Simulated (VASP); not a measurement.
# Al: single point with PBE

The system is Al.

```xyz
1
Lattice="0.0000 1.9729 1.9729 1.9729 0.0000 1.9729 1.9729 1.9729 0.0000" Properties=species:S:1:pos:R:3 pbc="T T T"
Al    0.0000    0.0000    0.0000
```

| Quantity | Value |
| --- | --- |
| Program | VASP 6.6.1 |
| Task | single point |
| Functional | PBE |
| Potentials or basis | VASP PAW PBE potentials, release 64 (Al) |
| Cutoff | 520 eV |
| k mesh | 12 × 12 × 12 |
| Occupations | methfessel-paxton, width 0.1 eV |
| Spin | no spin polarisation |

* Pressure: 6.8 GPa

Levels at points of the mesh, in eV from the Fermi level:
```
           k point  band 1  band 2  band 3  band 4  band 5
(0.00, 0.00, 0.00)  -11.51   13.15   13.15   13.15   15.20
(0.50, 0.00, 0.00)   -4.76   -4.35   11.92   11.92   12.33
(0.50, 0.50, 0.00)   -2.97   -1.50    5.40    6.07    6.07
```

Run time: 6 s on 1 thread of Intel(R) Xeon(R) Platinum 8259CL CPU @ 2.50GHz (Skylake/Cascade Lake), with other jobs on the host, peak memory 0.13 GiB.
